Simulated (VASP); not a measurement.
Wanted: the native input for a VASP 6.6.1 run.

```
Task                   : single point
Functional             : r2SCAN
Potentials or basis    : VASP PAW PBE potentials, release 64 (Cs_sv, H)
Cutoff                 : 520 eV
k mesh                 : 6 × 6 × 6
Occupations            : gaussian, width 0.05 eV
Spin                   : no spin polarisation
Dipole correction      : no
Further INCAR settings : ALGO = Normal; EDIFF = 1e-07; NBANDS = 12
```

Crystal: CsH.

```
Cs H
1.0
     0.01992    3.18800    3.18800
     3.18800    0.01992    3.18800
     3.20792    3.20792    0.00000
Cs H
1 1
Direct
  0.00000 0.00000 0.00000
  0.50000 0.50000 0.50000
```

This cell differs from its parent crystal: strain +0.0125 x Voigt [0, 0, 0, 0, 0, 1].

These files were run (other wordings do the same):

POSCAR

```
CsH
1.0
    0.0199250000      3.1880000000      3.1880000000
    3.1880000000      0.0199250000      3.1880000000
    3.2079250000      3.2079250000      0.0000000000
Cs H
1 1
Direct
    0.0000000000      0.0000000000      0.0000000000
    0.5000000000      0.5000000000      0.5000000000
```

INCAR.step1

```
SYSTEM = CsH
PREC = Accurate ; ENCUT = 520
ISMEAR = 0 ; SIGMA = 0.05
LREAL = .FALSE. ; LASPH = .TRUE.
NELM = 100 ; NBANDS = 12
GGA = PE ; ALGO = Normal
EDIFF = 1E-4 ; LWAVE = .TRUE.
LCHARG = .FALSE.
```

INCAR.step2

```
SYSTEM = CsH
PREC = Accurate ; ENCUT = 520
EDIFF = 1E-7 ; ISMEAR = 0
SIGMA = 0.05 ; LREAL = .FALSE.
LASPH = .TRUE. ; NELM = 100
ALGO = Normal ; ISIF = 2
LWAVE = .FALSE. ; LCHARG = .TRUE.
METAGGA = R2SCAN ; LMIXTAU = .TRUE.
LELF = .TRUE. ; LVHAR = .TRUE.
NBANDS = 12 ; ISTART = 1
```

KPOINTS

```
Automatic mesh
0
G
  6 6 6
  0 0 0
```

Potentials or basis: VASP PAW PBE potentials, release 64 (Cs_sv, H).

Command:

```bash
$ cat potpaw_PBE.64/Cs_sv/POTCAR potpaw_PBE.64/H/POTCAR > POTCAR
$ cp INCAR.step1 INCAR
$ mpirun -np 1 vasp_std > vasp.out
$ cp INCAR.step2 INCAR
$ mpirun -np 1 vasp_std > vasp.out
```

Results of the run:

```json
{
  "Pressure": "0.0 GPa",
  "Band gap on the k mesh": "2.66 eV"
}
```

Caveat: the cell differs from its parent crystal (strain +0.0125 x Voigt [0, 0, 0, 0, 0, 1]); the PAW data sets were made with another functional, which shifts forces and pressure a little; spin-orbit coupling is left out, which moves the levels of the heavy elements.

Wall time 96 s on 1 thread of Intel(R) Xeon(R) Platinum 8488C (Sapphire Rapids), with other jobs on the host, peak memory 0.23 GiB.
